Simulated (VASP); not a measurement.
# PbSe (Pm-3m) in VASP: settings compared

PbSe is run at these levels: LDA, PBEsol; tasks: single point.

Program: VASP 6.6.1. These are calculated values, not measurements. Logs are shortened: lines on timing, memory, paths and dates and some standing lists are left out, and cuts for length are marked.

**1. The cell of the first run**

Symmetry: Pm-3m, No. 221, cubic system. The conventional cell has a = 3.707 Å, b = 3.707 Å, c = 3.707 Å, α = 90.00°, β = 90.00°, γ = 90.00°. Pb (site symmetry m-3m) has 8 Se at 3.21 Å and 6 Pb at 3.71 Å within 4.2 Å. Se (site symmetry m-3m) has 8 Pb at 3.21 Å and 6 Se at 3.71 Å within 4.2 Å.

**2. Single point, LDA (volume scaled by 0.94)**

File INCAR:

```
SYSTEM = PbSe
PREC = Accurate
ENCUT = 520
EDIFF = 1E-7
ISMEAR = -1
SIGMA = 0.05
LREAL = .FALSE.
LASPH = .TRUE.
NELM = 60
ALGO = Normal
ISIF = 2
LWAVE = .FALSE.
LCHARG = .TRUE.
LELF = .TRUE.
LVHAR = .TRUE.
NBANDS = 17
```

File KPOINTS:

```
regular mesh
0
G
  7 7 7
  0 0 0
```

File POSCAR:

```
PbSe
1.0
    3.7070692621      0.0000000000      0.0000000000
    0.0000000000      3.7070692621      0.0000000000
    0.0000000000      0.0000000000      3.7070692621
Pb Se
1 1
Direct
    0.0000000000      0.0000000000      0.0000000000
    0.5000000000      0.5000000000      0.5000000000
```

Potentials or basis: VASP PAW LDA potentials, release 64 (Pb_d, Se).

Command:

```
> cat potpaw_LDA.64/Pb_d/POTCAR potpaw_LDA.64/Se/POTCAR > POTCAR
> mpirun -np 1 vasp_std > vasp.out
```

OUTCAR:

```text
SYSTEM = PbSe
   PREC = Accurate
   ENCUT = 520
   EDIFF = 1E-7
   ISMEAR = -1
   LREAL = .FALSE.
   LASPH = .TRUE.
   NELM = 60
   ISIF = 2

 ion  position               nearest neighbor table
   1  0.000  0.000  0.000-   2 3.21   2 3.21   2 3.21   2 3.21   2 3.21   2 3.21   2 3.21   2 3.21

   2  0.500  0.500  0.500-   1 3.21   1 3.21   1 3.21   1 3.21   1 3.21   1 3.21   1 3.21   1 3.21

  LATTYP: Found a simple cubic cell.
 ALAT       =     3.7070692621

  Lattice vectors:

 A1 = (   3.7070692621,   0.0000000000,   0.0000000000)
 A2 = (   0.0000000000,   3.7070692621,   0.0000000000)
 A3 = (   0.0000000000,   0.0000000000,   3.7070692621)

Analysis of symmetry for initial positions (statically):
=====================================================================
 Subroutine PRICEL returns:
 Original cell was already a primitive cell.

 Routine SETGRP: Setting up the symmetry group for a
 simple cubic supercell.

 Subroutine GETGRP returns: Found 48 space group operations
 (whereof 48 operations were pure point group operations)
 out of a pool of 48 trial point group operations.

The static configuration has the point symmetry O_h .

Analysis of symmetry for dynamics (positions and initial velocities):
=====================================================================
 Subroutine PRICEL returns:
 Original cell was already a primitive cell.

 Routine SETGRP: Setting up the symmetry group for a
 simple cubic supercell.

 Subroutine GETGRP returns: Found 48 space group operations
 (whereof 48 operations were pure point group operations)
 out of a pool of 48 trial point group operations.

The dynamic configuration has the point symmetry O_h .

 Subroutine INISYM returns: Found 48 space group operations
 (whereof 48 operations are pure point group operations),
 and found     1 'primitive' translations

----------------------------------------------------------------------------------------

                                     Primitive cell

  volume of cell :      50.9439

  direct lattice vectors                    reciprocal lattice vectors
     3.707069262  0.000000000  0.000000000     0.269754874  0.000000000  0.000000000
     0.000000000  3.707069262  0.000000000     0.000000000  0.269754874  0.000000000
     0.000000000  0.000000000  3.707069262     0.000000000  0.000000000  0.269754874

  length of vectors
     3.707069262  3.707069262  3.707069262     0.269754874  0.269754874  0.269754874

[... 73 lines left out ...]
   ENCUT  =  520.0 eV  38.22 Ry    6.18 a.u.   6.89  6.89  6.89*2*pi/ulx,y,z
   NELM   =     60;   NELMIN=  2; NELMDL= -5     # of ELM steps
   EDIFF  = 0.1E-06   stopping-criterion for ELM
   LREAL  =      F    real-space projection
   EDIFFG = 0.1E-05   stopping-criterion for IOM
   NSW    =      0    number of steps for IOM
   IBRION =     -1    ionic relax: 0-MD 1-quasi-New 2-CG
   NFREE  =      0    steps in history (QN), initial steepest desc. (CG)
   ISIF   =      2    stress and relaxation
   ISYM   =      2    0-nonsym 1-usesym 2-fastsym
   POTIM  = 0.5000    time-step for ionic-motion
   TEBEG  =    0.0;   TEEND  =   0.0 temperature during run
   PSTRESS=    0.0 pullay stress
   NELECT =      20.0000    total number of electrons
   NUPDOWN=      -1.0000    fix difference up-down
   EMIN   =  10.00;   EMAX   =-10.00  energy-range for DOS
   EFERMI =   0.00;   METHOD = LEGACY
   ISMEAR =    -1;   SIGMA  =   0.05  broadening in eV -4-tet -1-fermi 0-gaus
   EFERMI_NEDOS =   21; number of points for ismear=-14 and -15
   IALGO  =     38    algorithm
   IMIX   =      4    mixing-type and parameters
     AMIX     =   0.40;   BMIX     =  1.00
     AMIX_MAG =   1.60;   BMIX_MAG =  1.00
  volume/ion in A,a.u.               =      25.47       171.89
  Fermi-wavevector in a.u.,A,eV,Ry     =   1.198728  2.265268 19.550889  1.436950
  Thomas-Fermi vector in A             =   2.334610
   LORBIT       =      0    0 simple, 1 ext, 2 COOP (PROOUT), +10 PAW based schemes
   GGA     = CA    functional components
   LHFCALC =     F    Hartree Fock is set to
   AEXX    =    0.0000 exact exchange contribution
   IVDW    =     0    specifies the selected vdW correction
   LEPSILON=     F    determine dielectric tensor
   LRPA    =     F    only Hartree local field effects (RPA)
 non-spin polarized calculation
  energy-cutoff  :      520.00
  volume of cell :       50.94
 maximum number of plane-waves:      1386
 NGX is ok and might be reduce to    28
   NGX = 13   NGY = 13   NGZ = 13

 number of electron      19.9999999 magnetization

 Free energy of the ion-electron system (eV)
  ---------------------------------------------------
  ext. energy  EPLUGINS =         0.00000000
  ---------------------------------------------------
  free energy    TOTEN  =        -9.04667185 eV

  energy without entropy =       -9.03720329  energy(sigma->0) =       -9.04193757

 E-fermi :   5.8788     XC(G=0): -10.5229

 val. band max:        5.8350480125   @ k =   0.2857   0.1429   0.1429
 cond. band min:       5.9010214124   @ k =   0.1429   0.1429   0.1429
 fundamental gap:      0.0659733999
 Fermi energy:         5.8788162000

 k-point     1 :       0.0000    0.0000    0.0000
  band No.  band energies     occupation
      1     -10.9963      2.00000
      2     -10.9963      2.00000
      3     -10.8153      2.00000
      4     -10.8153      2.00000
      5     -10.8153      2.00000
      6      -7.7545      2.00000
[... 377 lines left out ...]
      4     -10.7679      2.00000
      5     -10.7679      2.00000
      6      -5.5667      2.00000
[... 9 lines left out ...]
     16      19.3602      0.00000
     17      23.1909      0.00000

------------------------ aborting loop because EDIFF is reached ----------------------------------------

  FORCE on cell =-STRESS in cart. coord.  units (eV):
  Direction    XX          YY          ZZ          XY          YZ          ZX
  --------------------------------------------------------------------------------------
  -------------------------------------------------------------------------------------
  Total       -0.5725784     -0.5725784     -0.5725784      0.0000000      0.0000000     -0.0000000
  in kB      -18.0075023    -18.0075023    -18.0075023      0.0000000      0.0000000     -0.0000000
  external PRESSURE =     -18.0075023 kB  Pullay stress =       0.0000000 kB

 VOLUME and BASIS-vectors are now :
 -----------------------------------------------------------------------------
  energy-cutoff  :      520.00
  volume of cell :       50.94
      direct lattice vectors                 reciprocal lattice vectors
     3.707069262  0.000000000  0.000000000     0.269754874  0.000000000  0.000000000
     0.000000000  3.707069262  0.000000000     0.000000000  0.269754874  0.000000000
     0.000000000  0.000000000  3.707069262     0.000000000  0.000000000  0.269754874

 POSITION                                       TOTAL-FORCE (eV/Angst)
 -----------------------------------------------------------------------------------
      0.00000      0.00000      0.00000         0.000000      0.000000      0.000000
      1.85353      1.85353      1.85353         0.000000      0.000000      0.000000
 -----------------------------------------------------------------------------------
    total drift:                                0.000000      0.000000      0.000000

  FREE ENERGIE OF THE ION-ELECTRON SYSTEM (eV)
  ---------------------------------------------------
  free  energy   TOTEN  =        -9.0466718541 eV

  energy  without entropy=       -9.0372032942  energy(sigma->0) =       -9.04193757
```

stdout:

```text
POSCAR found type information on POSCAR PbSe
 POSCAR found :  2 types and       2 ions
 scaLAPACK will be used
 LDA part: xc-table for (Slater(with rela. corr.)+CA(PZ))
 , standard interpolation
 POSCAR, INCAR and KPOINTS ok, starting setup
 FFT: planning ... GRIDC
 FFT: planning ... GRID_SOFT
 FFT: planning ... GRID
 WAVECAR not read
 entering main loop
```

Run time: 25 s. Hardware: 1 thread of AMD EPYC 7R13, shared host; peak memory 0.12 GiB.

Results:

```yaml
Free_energy: -9.0467 eV
Pressure: -1.8 GPa
Band_gap_on_the_k_mesh: zero (band 10 reaches 5.90 eV, above the bottom of band 11 at 5.52 eV)
```

Levels at points of the mesh, in eV from the Fermi level:
```tsv
k point	band 6	band 7	band 8	band 9	band 10	band 11	band 12	band 13	band 14	band 15
(0.00, 0.00, 0.00)	-13.63	-6.98	-1.65	-1.65	-1.65	5.04	5.04	6.40	6.40	6.40
```

Caveat: spin-orbit coupling is left out, which moves the levels of the heavy elements.

**3. Single point, LDA (volume scaled by 0.96)**

File INCAR:

```
  PREC = Accurate
  ENCUT = 520
  EDIFF = 1E-6
  ISMEAR = -1
  SIGMA = 0.05
  LREAL = F
  LASPH = T
  NELM = 60
  ALGO = Normal
  ISIF = 2
  LWAVE = F
  LCHARG = F
  GGA = CA
  NBANDS = 17
```

File KPOINTS:

```
Automatic mesh
0
Gamma
  7 7 7
```

File POSCAR:

```
PbSe
1.0
    3.7331762438      0.0000000000      0.0000000000
    0.0000000000      3.7331762438      0.0000000000
    0.0000000000      0.0000000000      3.7331762438
Pb Se
1 1
Direct
    0.0000000000      0.0000000000      0.0000000000
    0.5000000000      0.5000000000      0.5000000000
```

Potentials or basis: VASP PAW LDA potentials, release 64 (Pb_d, Se).

Command:

```
> cat potpaw_LDA.64/Pb_d/POTCAR potpaw_LDA.64/Se/POTCAR > POTCAR
> mpirun -np 1 vasp_std > vasp.out
```

OUTCAR:

```text
PREC = Accurate
   ENCUT = 520
   EDIFF = 1E-6
   ISMEAR = -1
   LREAL = F
   LASPH = T
   NELM = 60
   ISIF = 2
   GGA = CA

 ion  position               nearest neighbor table
   1  0.000  0.000  0.000-   2 3.23   2 3.23   2 3.23   2 3.23   2 3.23   2 3.23   2 3.23   2 3.23

   2  0.500  0.500  0.500-   1 3.23   1 3.23   1 3.23   1 3.23   1 3.23   1 3.23   1 3.23   1 3.23

  LATTYP: Found a simple cubic cell.
 ALAT       =     3.7331762438

[... 580 lines left out ...]
     17      22.7108      0.00000

------------------------ aborting loop because EDIFF is reached ----------------------------------------

  FORCE on cell =-STRESS in cart. coord.  units (eV):
  Direction    XX          YY          ZZ          XY          YZ          ZX
  --------------------------------------------------------------------------------------
  -------------------------------------------------------------------------------------
  Total       -0.9446873     -0.9446873     -0.9446873      0.0000000      0.0000000      0.0000000
  in kB      -29.0913026    -29.0913026    -29.0913026      0.0000000      0.0000000      0.0000000
  external PRESSURE =     -29.0913026 kB  Pullay stress =       0.0000000 kB

 VOLUME and BASIS-vectors are now :
 -----------------------------------------------------------------------------
  energy-cutoff  :      520.00
  volume of cell :       52.03
      direct lattice vectors                 reciprocal lattice vectors
     3.733176244  0.000000000  0.000000000     0.267868414  0.000000000  0.000000000
     0.000000000  3.733176244  0.000000000     0.000000000  0.267868414  0.000000000
     0.000000000  0.000000000  3.733176244     0.000000000  0.000000000  0.267868414

 POSITION                                       TOTAL-FORCE (eV/Angst)
 -----------------------------------------------------------------------------------
      0.00000      0.00000      0.00000         0.000000      0.000000      0.000000
      1.86659      1.86659      1.86659         0.000000      0.000000      0.000000
 -----------------------------------------------------------------------------------
    total drift:                               -0.000000      0.000000      0.000000

  FREE ENERGIE OF THE ION-ELECTRON SYSTEM (eV)
  ---------------------------------------------------
  free  energy   TOTEN  =        -9.0310421461 eV

  energy  without entropy=       -9.0212103171  energy(sigma->0) =       -9.02612623
```

OSZICAR:

```text
N       E                     dE             d eps       ncg     rms          rms(c)
DAV:   1     0.152734543898E+03    0.15273E+03   -0.97646E+03   680   0.124E+03
DAV:   2     0.174248412815E+01   -0.15099E+03   -0.14616E+03   720   0.311E+02
DAV:   3    -0.914813680994E+01   -0.10891E+02   -0.10630E+02   875   0.871E+01
DAV:   4    -0.941119321216E+01   -0.26306E+00   -0.26284E+00   846   0.143E+01
DAV:   5    -0.941934380436E+01   -0.81506E-02   -0.81501E-02   982   0.254E+00    0.293E+00
DAV:   6    -0.904082092812E+01    0.37852E+00   -0.98528E-01  1042   0.706E+00    0.161E+00
DAV:   7    -0.903517820640E+01    0.56427E-02   -0.67676E-02   788   0.131E+00    0.901E-01
DAV:   8    -0.903113212304E+01    0.40461E-02   -0.79208E-03   830   0.786E-01    0.125E-01
DAV:   9    -0.903103758583E+01    0.94537E-04   -0.67209E-04   925   0.200E-01    0.428E-02
DAV:  10    -0.903104416495E+01   -0.65791E-05   -0.49367E-05   763   0.395E-02    0.137E-02
DAV:  11    -0.903104219081E+01    0.19741E-05   -0.50654E-06   898   0.178E-02    0.343E-03
DAV:  12    -0.903104214609E+01    0.44726E-07   -0.82290E-07   453   0.744E-03
   1 F= -.90310421E+01 E0= -.90261262E+01  d E =-.983183E-02
```

Wall time 24 s (1 thread of AMD EPYC 7R13, shared host); peak memory 0.12 GiB.

Results:

```
Free energy            : -9.0310 eV
Pressure               : -2.9 GPa
Band gap on the k mesh : zero (band 10 reaches 5.64 eV, above the bottom of band 11 at 5.33 eV)
```

Levels at points of the mesh, in eV from the Fermi level:
| k point | band 8 | band 9 | band 10 | band 11 | band 12 | band 13 |
| --- | --- | --- | --- | --- | --- | --- |
| (0.00, 0.00, 0.00) | -1.58 | -1.58 | -1.58 | 5.08 | 5.08 | 6.27 |

Caveat: spin-orbit coupling is left out, which moves the levels of the heavy elements.

**4. Single point, PBEsol (volume scaled by 0.94)**

File INCAR:

```
SYSTEM = PbSe
  ALGO = Normal
  EDIFF = 1E-7
  ENCUT = 520
  GGA = PS
  ISIF = 2
  ISMEAR = -1
  LASPH = .True.
  LCHARG = .True.
  LELF = .True.
  LREAL = .False.
  LVHAR = .True.
  LWAVE = .False.
  NBANDS = 17
  NELM = 80
  PREC = Accurate
  SIGMA = 0.05
```

File KPOINTS:

```
k-points
0
Gamma
  7 7 7
  0 0 0
```

File POSCAR:

```
PbSe
1.0
    3.7070692621      0.0000000000      0.0000000000
    0.0000000000      3.7070692621      0.0000000000
    0.0000000000      0.0000000000      3.7070692621
Pb Se
1 1
Direct
    0.0000000000      0.0000000000      0.0000000000
    0.5000000000      0.5000000000      0.5000000000
```

Potentials or basis: VASP PAW PBE potentials, release 64 (Pb_d, Se).

Command:

```
> cat potpaw_PBE.64/Pb_d/POTCAR potpaw_PBE.64/Se/POTCAR > POTCAR
> mpirun -np 1 vasp_std > vasp.out
```

Wall time 31 s (1 thread of AMD EPYC 7R13, shared host); peak memory 0.13 GiB.

The run converged. Its results:

```
Free energy            : -8.5121 eV
Pressure               : -0.2 GPa
Band gap on the k mesh : zero (band 10 reaches 5.88 eV, above the bottom of band 11 at 5.52 eV)
```

Levels at points of the mesh, in eV from the Fermi level:
```
           k point  band 8  band 9  band 10  band 11  band 12  band 13
(0.00, 0.00, 0.00)   -1.65   -1.65    -1.65     4.98     4.98     6.49
```

Caveat: the PAW data sets were made with another functional, which shifts forces and pressure a little; spin-orbit coupling is left out, which moves the levels of the heavy elements.

**5. Overview**

| level | potentials or basis | cell | gap on the mesh (eV) | pressure (GPa) |
| --- | --- | --- | --- | --- |
| LDA | VASP PAW LDA potentials, release 64 (Pb_d, Se) | a = 3.707 Å, 2 atoms | none | -1.8 |
| LDA | VASP PAW LDA potentials, release 64 (Pb_d, Se) | a = 3.733 Å, 2 atoms | none | -2.9 |
| PBEsol | VASP PAW PBE potentials, release 64 (Pb_d, Se) | a = 3.707 Å, 2 atoms | none | -0.2 |

Alike in all rows: task single point; no spin polarisation; k mesh 7 × 7 × 7; cutoff (eV) 520; smearing fermi-dirac 0.05 eV.

Caveats: spin-orbit coupling is left out, which moves the levels of the heavy elements; the PAW data sets were made with another functional, which shifts forces and pressure a little (some runs).

Absolute energies hang on the potentials; compare differences alone.
